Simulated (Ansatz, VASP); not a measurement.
## VCrC2 in VASP and in Ansatz

Contents of INCAR:

```
ALGO     = Normal         # electronic algorithm
EDIFF    = 1E-7           # SCF threshold, eV
ENCUT    = 520            # plane-wave cutoff, eV
GGA      = PS             # functional
ISIF     = 2              # what is computed and relaxed
ISMEAR   = -1             # smearing method
ISPIN    = 2              # spin polarisation
LASPH    = True           # aspherical terms in the spheres
LCHARG   = False          # write CHGCAR
LMAXMIX  = 4              # l up to which the mixer works
LORBIT   = 11             # projections on sites
LREAL    = False          # projectors in reciprocal space
LWAVE    = False          # write WAVECAR
MAGMOM   = 4.5 3 0 0      # initial moments
NBANDS   = 28             # bands
NELM     = 150            # most SCF steps
NUPDOWN  = 7.5            # fixed moment
PREC     = Accurate       # precision mode
SIGMA    = 0.05           # smearing width, eV
```

The input KPOINTS:

```
k-points
0
Gamma
  9 9 9
```

File POSCAR:

```
VCrC2
1.0
    1.4606320425      0.8432963029      4.7393853233
   -1.4606320425      0.8432963029      4.7393853233
    0.0000000000     -1.6865926058      4.7393853233
Cr V C
1 1 2
Direct
    0.5000000000      0.5000000000      0.5000000000
    0.0000000000      0.0000000000      0.0000000000
    0.2487590000      0.2487590000      0.2487590000
    0.7512410000      0.7512410000      0.7512410000
```

File input.yaml:

```yaml
crystal:
  lattice:
    - [1.4606320425, 0.8432963029, 4.7393853233]
    - [-1.4606320425, 0.8432963029, 4.7393853233]
    - [0.0, -1.6865926058, 4.7393853233]
  atoms:
    - { symbol: Cr, position: [0.5, 0.5, 0.5], spin: 4.5 }
    - { symbol: V, position: [0.0, 0.0, 0.0], spin: 3.0 }
    - { symbol: C, position: [0.248759, 0.248759, 0.248759] }
    - { symbol: C, position: [0.751241, 0.751241, 0.751241] }
hamiltonian:
  xc: pbesol
  pseudopotentials: { kind: paw }
magnetization:
  spin_polarized: true
  initial_magnetization: 7.5
  spin_locking: { lock_magnetization: hard }
kpoints:
  mp_grid: { grid: [9, 9, 9] }
scf:
  occupations: { method: fermi_dirac, width: 0.05 }
  lower_state_search: "off"
output:
  forces: true
  stress: true
  eigenvalues: true
```

Alike in both runs: task single point; functional PBEsol; k mesh 9 × 9 × 9; occupations fermi-dirac, width 0.05 eV; collinear spin; fixed moment 7.5 μB.

```csv
,VASP,Ansatz
version,VASP 6.6.1,Ansatz 0.2.0
potentials or method,"VASP PAW PBE potentials, release 64 (Cr_pv, V_sv, C)",Ansatz PAW
plane-wave cutoff (eV),520,420
valence electrons in the cell,33,35
```

```tsv
	VASP	Ansatz	Ansatz less VASP
rms of the force components (eV/Å)	0.051	0.052	+0.0004
net moment per atom (μB)	1.87	1.88	0.000
size of the moment on the site where the two differ most (μB)	3.24	2.68	-0.558
```

VASP's potentials were made for PBE, not for PBEsol. Site moments also hang on the region over which each program counts them. Atom by atom the forces differ by 0.000 eV/Å (rms over components). VASP's potentials hold 33 valence electrons a cell and Ansatz's 35, so a difference there can come from the potentials and not from the codes.
